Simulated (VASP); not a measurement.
A run of VASP 6.6.1 is set up as follows.

File INCAR:

```
SYSTEM = C
  ALGO = Normal
  EDIFF = 1E-6
  ENCUT = 520
  GGA = PS
  ISIF = 2
  ISMEAR = 0
  LASPH = .True.
  LCHARG = .True.
  LELF = .True.
  LREAL = .False.
  LVHAR = .True.
  LWAVE = .False.
  NBANDS = 16
  NELM = 80
  PREC = Accurate
  SIGMA = 0.15
```

Contents of KPOINTS:

```
k-points
0
Gamma
  21 21 6
  0 0 0
```

File POSCAR:

```
C
1.0
    1.0997027972     -2.0632271860      0.0000000000
    1.0997027972      2.0632271860      0.0000000000
    0.0000000000      0.0000000000      7.1496044579
C
4
Direct
    0.0833216498      0.9166783502      0.7498439858
    0.5833216498      0.4166783502      0.2501560142
    0.9166783502      0.0833216498      0.2501560142
    0.4166783502      0.5833216498      0.7498439858
```

Potentials or basis: VASP PAW PBE potentials, release 64 (C).

Run with:

```console
$ cat potpaw_PBE.64/C/POTCAR > POTCAR
$ mpirun -np 1 vasp_std > vasp.out
```

Question: Estimate the pressure.

Answer: 79.2 GPa.

Question: Estimate the largest force.

Answer: 2.538 eV/Å.

Stress tensor (GPa, compression positive):
```
167.34   0.00   0.00
  0.00  70.06   0.00
  0.00   0.00   0.09
```

Caveat: the stress differs along the axes, from 0 to 167 GPa; this functional lacks dispersion, which binds layers or chains, so the pressure and a relaxed spacing across them are unreliable; the PAW data sets were made with another functional, which shifts forces and pressure a little.
